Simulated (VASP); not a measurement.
Input of a VASP 6.6.1 run:

The input INCAR:

```
SYSTEM = K
PREC = Accurate ; ENCUT = 520
EDIFF = 1E-6 ; ISMEAR = 0
SIGMA = 0.15 ; LREAL = .FALSE.
LASPH = .TRUE. ; NELM = 60
ALGO = Fast ; ISIF = 2
LWAVE = .FALSE. ; LCHARG = .FALSE.
GGA = PE ; NBANDS = 10
```

File KPOINTS:

```
Automatic mesh
0
G
  14 14 14
  0 0 0
```

POSCAR

```
K
1.0
   -3.5178465202      2.6901179272      2.6901179272
    2.6901179272     -3.5178465202      2.6901179272
    2.6901179272      2.6901179272     -3.5178465202
K
1
Direct
    0.0000000000      0.0000000000      0.0000000000
```

Potentials or basis: VASP PAW PBE potentials, release 64 (K_sv).

Launch:

```bash
$ cat potpaw_PBE.64/K_sv/POTCAR > POTCAR
$ mpirun -np 1 vasp_std > vasp.out
```

Task: Predict the pressure.

Result: 0.8 GPa.

Stress tensor (GPa, compression positive):
```
0.78 1.88 1.88
1.88 0.78 1.88
1.88 1.88 0.78
```
